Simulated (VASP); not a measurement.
Runs of VASP 6.6.1 on Hf. The structure is that of space group Fm-3m (No. 225), or close to it. The cells are those of the table. This isn't the form of Hf at room conditions, which is hcp.

```csv
level,cell,k mesh,share of exact exchange,screening parameter,gap on the mesh (eV),pressure (GPa)
r2SCAN0,"a = 3.140 Å, angles 60.0°, 1 atom",5 × 5 × 5,0.25,-,none,1.7
PBEsol-based screened hybrid with 25 % exact exchange,"a = 3.147 Å, angles 60.0°, 1 atom",5 × 5 × 5,0.25,0.207 1/Å,none,(c)
r2SCAN50,"a = 3.140 Å, angles 60.0°, 1 atom",5 × 5 × 5,0.5,-,none,1.4
B3LYP,"a = 3.140 Å, angles 60.0°, 1 atom",5 × 5 × 5,0.2,-,none,(a)
HSE06,"a = 3.140 Å, angles 60.0°, 1 atom",5 × 5 × 5,0.25,0.2079 1/Å,none,(b)
PBEsol-based screened hybrid with 25 % exact exchange,"a = 3.140 Å, angles 60.0°, 1 atom",5 × 5 × 5,0.25,0.207 1/Å,none,-1.2
HSE06,"a = 3.181 Å, angles 60.0°, 1 atom",6 × 6 × 6,0.25,0.2079 1/Å,none,-1.3
PBEsol-based global hybrid with 25 % exact exchange,"a = 3.140 Å, angles 60.0°, 1 atom",5 × 5 × 5,0.25,-,none,-1.4
```

Alike in all rows: task single point; potentials or basis VASP PAW PBE potentials, release 64 (Hf_pv); no spin polarisation; cutoff (eV) 520; smearing fermi-dirac 0.05 eV.

Task: Fill in the values left out.

Result: (a) 4.5; (b) 2.2; (c) -2.0.

Caveats: all runs use coarse meshes; the PAW data sets were made with another functional, which shifts forces and pressure a little; spin-orbit coupling is left out, which moves the levels of the heavy elements.

A k mesh can miss the band edges, and the runs leave out spin-orbit coupling on Hf.

A gap of «none» marks levels without a gap at the run's occupations.
